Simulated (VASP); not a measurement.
# WCl4F2 (I4/mmm) in VASP: further runs, part 4 of 4

VASP 6.6.1.

## 5. Relaxation of shape and atoms at fixed volume, PBE (29.49 Å³/atom)

This run uses another cell than the first one, of 29.49 Å³/atom.

The input, INCAR:

```
SYSTEM = WCl4F2
ALGO = Normal
EDIFF = 1E-7
EDIFFG = -0.01
ENCUT = 600
GGA = PE
IBRION = 2
ISIF = 4
ISMEAR = 0
LASPH = .True.
LCHARG = .False.
LREAL = .False.
LWAVE = .False.
NELM = 100
NSW = 50
PREC = Accurate
SIGMA = 0.02
```

The input, KPOINTS:

```
k-points
0
Gamma
  6 6 6
  0 0 0
```

The input, POSCAR:

```
WCl4F2
1.0
   -3.5850127110      3.5850127110      4.0148233733
    3.5850127110     -3.5850127110      4.0148233733
    3.5850127110      3.5850127110     -4.0148233733
W Cl F
1 4 2
Direct
    0.0000000000      0.0000000000      0.0000000000
    0.7758265768      0.2241734232      0.0000000000
    0.7758265768      0.7758265768      0.5516531536
    0.2241734232      0.2241734232      0.4483468464
    0.2241734232      0.7758265768      0.0000000000
    0.7699575161      0.7699575161      0.0000000000
    0.2300424839      0.2300424839      0.0000000000
```

Potentials or basis: VASP PAW PBE potentials, release 64 (W_sv, Cl, F).

The run is started by

```
> cat potpaw_PBE.64/W_sv/POTCAR potpaw_PBE.64/Cl/POTCAR potpaw_PBE.64/F/POTCAR > POTCAR
> mpirun -np 1 vasp_std > vasp.out
```

OUTCAR:

```text
SYSTEM = WCl4F2
   EDIFF = 1E-7
   EDIFFG = -0.01
   ENCUT = 600
   GGA = PE
   IBRION = 2
   ISIF = 4
   ISMEAR = 0
   LASPH = .True.
   LREAL = .False.
   NELM = 100
   NSW = 50
   PREC = Accurate

 ion  position               nearest neighbor table
   1  0.000  0.000  0.000-   6 1.85   7 1.85   4 2.27   5 2.27   2 2.27   3 2.27
   2  0.776  0.224  0.000-   1 2.27
   3  0.776  0.776  0.552-   1 2.27
   4  0.224  0.224  0.448-   1 2.27
   5  0.224  0.776  0.000-   1 2.27
   6  0.770  0.770  0.000-   1 1.85
   7  0.230  0.230  0.000-   1 1.85

  LATTYP: Found a body centered tetragonal cell.
 ALAT       =     7.1700254220
 C/A-ratio  =     1.1198909730

  Lattice vectors:

 A1 = (  -3.5850127110,   3.5850127110,   4.0148233733)
 A2 = (   3.5850127110,  -3.5850127110,   4.0148233733)
 A3 = (   3.5850127110,   3.5850127110,  -4.0148233733)

Analysis of symmetry for initial positions (statically):
=====================================================================
 Subroutine PRICEL returns:
 Original cell was already a primitive cell.

 Routine SETGRP: Setting up the symmetry group for a
 body centered tetragonal supercell.

 Subroutine GETGRP returns: Found 16 space group operations
 (whereof 16 operations were pure point group operations)
 out of a pool of 16 trial point group operations.

The static configuration has the point symmetry D_4h.

Analysis of symmetry for dynamics (positions and initial velocities):
=====================================================================
 Subroutine PRICEL returns:
 Original cell was already a primitive cell.

 Routine SETGRP: Setting up the symmetry group for a
 body centered tetragonal supercell.

 Subroutine GETGRP returns: Found 16 space group operations
 (whereof 16 operations were pure point group operations)
 out of a pool of 16 trial point group operations.

The dynamic configuration has the point symmetry D_4h.

 Subroutine INISYM returns: Found 16 space group operations
 (whereof 16 operations are pure point group operations),
 and found     1 'primitive' translations

----------------------------------------------------------------------------------------

                                     Primitive cell

  volume of cell :     206.3991

  direct lattice vectors                    reciprocal lattice vectors
    -3.585012711  3.585012711  4.014823373     0.000000000  0.139469519  0.124538480
     3.585012711 -3.585012711  4.014823373     0.139469519  0.000000000  0.124538480
     3.585012711  3.585012711 -4.014823373     0.139469519  0.139469519  0.000000000

  length of vectors
     6.467104375  6.467104375  6.467104375     0.186980159  0.186980159  0.197239686

  position of ions in fractional coordinates (direct lattice)
     0.000000000  0.000000000  0.000000000
     0.775826577  0.224173423  0.000000000
     0.775826577  0.775826577  0.551653154
     0.224173423  0.224173423  0.448346846
     0.224173423  0.775826577  0.000000000
     0.769957516  0.769957516  0.000000000
     0.230042484  0.230042484  0.000000000

  ion indices of the primitive-cell ions
   primitive index   ion index
[... 40 lines left out ...]
  0.166667  0.166667  0.000000      8.000000
  0.333333  0.166667  0.000000     16.000000
[... 16 lines left out ...]
 -0.333333 -0.333333  0.166667      8.000000
 -0.166667 -0.333333  0.166667      8.000000
 [... further k-points ...]
   k-points           NKPTS =     30   k-points in BZ     NKDIM =     30   number of bands    NBANDS=     33
   number of dos      NEDOS =    301   number of ions     NIONS =      7
   total plane-waves  NPLWV = 157464
   dimension x,y,z NGX =    54 NGY =   54 NGZ =   54
   dimension x,y,z NGXF=   108 NGYF=  108 NGZF=  108
   ions per type =               1   4   2
   NGX,Y,Z   is equivalent  to a cutoff of  13.88, 13.88, 13.88 a.u.
   NGXF,Y,Z  is equivalent  to a cutoff of  27.76, 27.76, 27.76 a.u.
 SYSTEM =  WCl4F2
   PREC   = accura    normal or accurate (medium, high low for compatibility)
   ISTART =      0    job   : 0-new  1-cont  2-samecut
   ICHARG =      2    charge: 1-file 2-atom 10-const
   ISPIN  =      1    spin polarized calculation?
   LNONCOLLINEAR =      F non collinear calculations
   LSORBIT =      F    spin-orbit coupling
   LASPH  =      T    aspherical Exc in radial PAW
   ENCUT  =  600.0 eV  44.10 Ry    6.64 a.u.  12.92 12.92 12.92*2*pi/ulx,y,z
   NELM   =    100;   NELMIN=  2; NELMDL= -5     # of ELM steps
   EDIFF  = 0.1E-06   stopping-criterion for ELM
   LREAL  =      F    real-space projection
   EDIFFG = -.1E-01   stopping-criterion for IOM
   NSW    =     50    number of steps for IOM
   IBRION =      2    ionic relax: 0-MD 1-quasi-New 2-CG
   NFREE  =      1    steps in history (QN), initial steepest desc. (CG)
   ISIF   =      4    stress and relaxation
   ISYM   =      2    0-nonsym 1-usesym 2-fastsym
   POTIM  = 0.5000    time-step for ionic-motion
   TEBEG  =    0.0;   TEEND  =   0.0 temperature during run
   PSTRESS=    0.0 pullay stress
   NELECT =      56.0000    total number of electrons
   NUPDOWN=      -1.0000    fix difference up-down
   EMIN   =  10.00;   EMAX   =-10.00  energy-range for DOS
   EFERMI =   0.00;   METHOD = LEGACY
   ISMEAR =     0;   SIGMA  =   0.02  broadening in eV -4-tet -1-fermi 0-gaus
   EFERMI_NEDOS =   21; number of points for ismear=-14 and -15
   IALGO  =     38    algorithm
   IMIX   =      4    mixing-type and parameters
     AMIX     =   0.40;   BMIX     =  1.00
     AMIX_MAG =   1.60;   BMIX_MAG =  1.00
  volume/ion in A,a.u.               =      29.49       198.98
  Fermi-wavevector in a.u.,A,eV,Ry     =   1.059827  2.002782 15.282510  1.123233
  Thomas-Fermi vector in A             =   2.195186
   LORBIT       =      0    0 simple, 1 ext, 2 COOP (PROOUT), +10 PAW based schemes
   GGA     = PE    functional components
   LHFCALC =     F    Hartree Fock is set to
   AEXX    =    0.0000 exact exchange contribution
   IVDW    =     0    specifies the selected vdW correction
   LEPSILON=     F    determine dielectric tensor
   LRPA    =     F    only Hartree local field effects (RPA)
 conjugate gradient relaxation of ions
 non-spin polarized calculation
 Gauss-broadening in eV      SIGMA  =   0.02
  energy-cutoff  :      600.00
  volume of cell :      206.40
 maximum number of plane-waves:      6932
 NGX is ok and might be reduce to    54
   NGX = 25   NGY = 25   NGZ = 25

--------------------------------------- Ionic step        1  -------------------------------------------

 number of electron      56.0000005 magnetization

 Free energy of the ion-electron system (eV)
  ---------------------------------------------------
  ext. energy  EPLUGINS =         0.00000000
  ---------------------------------------------------
  free energy    TOTEN  =       -34.17297247 eV

  energy without entropy =      -34.17297247  energy(sigma->0) =      -34.17297247

------------------------ aborting loop because EDIFF is reached ----------------------------------------

  FORCE on cell =-STRESS in cart. coord.  units (eV):
  Direction    XX          YY          ZZ          XY          YZ          ZX
  --------------------------------------------------------------------------------------
  -------------------------------------------------------------------------------------
  Total        2.5454002      2.5454002      4.3338186      0.0000000      0.0000000      0.0000000
  in kB       19.7587205     19.7587205     33.6413550      0.0000000      0.0000000      0.0000000
  external PRESSURE =      24.3862654 kB  Pullay stress =       0.0000000 kB
[... 151 lines left out ...]
--------------------------------------- Ionic step        5  -------------------------------------------

 number of electron      56.0000001 magnetization

 Free energy of the ion-electron system (eV)
  ---------------------------------------------------
  ext. energy  EPLUGINS =         0.00000000
  ---------------------------------------------------
  free energy    TOTEN  =       -34.23168090 eV

  energy without entropy =      -34.23168090  energy(sigma->0) =      -34.23168090

 E-fermi :  -1.7720     XC(G=0):  -7.1012

 val. band max:       -1.9985703695   @ k =   0.0000   0.0000   0.0000
 cond. band min:      -0.4015191418   @ k =   0.5000   0.5000   0.5000
 fundamental gap:      1.5970512277
 Fermi energy:        -1.7720194555

 k-point     1 :       0.0000    0.0000    0.0000
  band No.  band energies     occupation
      1     -77.3897      2.00000
      2     -41.6985      2.00000
      3     -41.3971      2.00000
      4     -41.3971      2.00000
      5     -24.6363      2.00000
      6     -23.8729      2.00000
[... 853 lines left out ...]
     32       3.5039      0.00000
     33       4.1681      0.00000

 [... further k-points ...]

------------------------ aborting loop because EDIFF is reached ----------------------------------------

  FORCE on cell =-STRESS in cart. coord.  units (eV):
  Direction    XX          YY          ZZ          XY          YZ          ZX
  --------------------------------------------------------------------------------------
  -------------------------------------------------------------------------------------
  Total        0.2195604      0.2195604      0.1786221      0.0000000      0.0000000      0.0000000
  in kB        1.7043423      1.7043423      1.3865580      0.0000000      0.0000000      0.0000000
  external PRESSURE =       1.5984142 kB  Pullay stress =       0.0000000 kB
[... 22 lines left out ...]
  FREE ENERGIE OF THE ION-ELECTRON SYSTEM (eV)
  ---------------------------------------------------
  free  energy   TOTEN  =       -34.2316809006 eV

  energy  without entropy=      -34.2316809006  energy(sigma->0) =      -34.23168090

 reached required accuracy - stopping structural energy minimisation
```

Run time: 13 min. Hardware: 1 thread of AMD EPYC 9R45 (Zen 5), shared host; peak memory 0.51 GiB.

Results:

| Quantity | Value |
| --- | --- |
| Free energy | -34.2317 eV |
| Energy gained by relaxing | 8.4 meV/atom |
| Ionic steps | 5 |
| Pressure after relaxing | 0.2 GPa |
| Largest force after relaxing | 0.005 eV/Å |
| Band gap on the k mesh | 1.60 eV (least direct gap 1.65 eV) |

Forces on the atoms (eV/Å):
```
W    0.000  0.000  0.000
Cl  -0.003  0.003  0.000
Cl   0.003  0.003  0.000
Cl  -0.003 -0.003  0.000
Cl   0.003 -0.003  0.000
F    0.000  0.000  0.005
F    0.000  0.000 -0.005
```

The path:
```csv
step,energy change (eV),largest force (eV/Å),pressure (GPa),volume (Å³)
1,0.0000,1.1284,2.44,206.40
2,-0.0242,0.8839,-0.63,206.40
3,-0.0517,0.2393,0.62,206.40
4,-0.0570,0.1191,-0.06,206.40
5,-0.0587,0.0046,0.16,206.40
```

Final structure:
```
CELL_PARAMETERS angstrom
-3.58340 3.58340 4.01844
3.58340 -3.58340 4.01844
3.58340 3.58340 -4.01844
ATOMIC_POSITIONS crystal
W 0.00000 0.00000 0.00000
Cl 0.77355 0.22645 0.00000
Cl 0.77355 0.77355 0.54711
Cl 0.22645 0.22645 0.45289
Cl 0.22645 0.77355 0.00000
F 0.76599 0.76599 0.00000
F 0.23401 0.23401 0.00000
```

Caveat: spin-orbit coupling is left out, which moves the levels of the heavy elements. A k mesh can miss the band edges.

## 6. The runs side by side

| task | cell | k mesh | cutoff (eV) | smearing | gap on the mesh (eV) | pressure (GPa) | relaxed volume (Å³/atom) | largest force (eV/Å) |
| --- | --- | --- | --- | --- | --- | --- | --- | --- |
| single point | a = 6.439 Å, angles 111.5, 111.5, 105.4°, 7 atoms, atomic positions A | 3 × 3 × 3 | 520 | gaussian 0.15 eV | 1.62 | 0.5 | - | 0.45 |
| relaxation of cell and atoms | relaxed from a = 5.774 Å, angles 110.3, 110.3, 107.9°, 7 atoms, atomic positions B | 3 × 3 × 3 | 600 | gaussian 0.15 eV | 1.66 | 0.2 | 28.97 | 0.05 |
| single point | a = 6.671 Å, angles 103.7, 112.4, 112.4°, 7 atoms, atomic positions C | 4 × 4 × 4 | 520 | gaussian 0.1 eV | 1.70 | 0.2 | - | 0.37 |
| relaxation of shape and atoms at fixed volume | relaxed from a = 6.467 Å, angles 112.7, 112.7, 103.2°, 7 atoms, atomic positions D | 6 × 6 × 6 | 600 | gaussian 0.02 eV | 1.60 | 0.2 | 29.49 | - |

Alike in all rows: level PBE; potentials or basis VASP PAW PBE potentials, release 64 (W_sv, Cl, F); no spin polarisation.

Caveats: some runs use coarse meshes; spin-orbit coupling is left out, which moves the levels of the heavy elements; the volume moved by over 15 % at a fixed basis, so the end points are rough (at least some runs); the relaxation stopped at a loose force limit of 0.08 eV/Å, so its end isn't a converged minimum (at least some runs); this functional lacks dispersion, which binds layers or chains, so the pressure and a relaxed spacing across them are unreliable (at least some runs).

Total energies depend on the potentials used, so only differences within one code and one set of settings carry meaning.
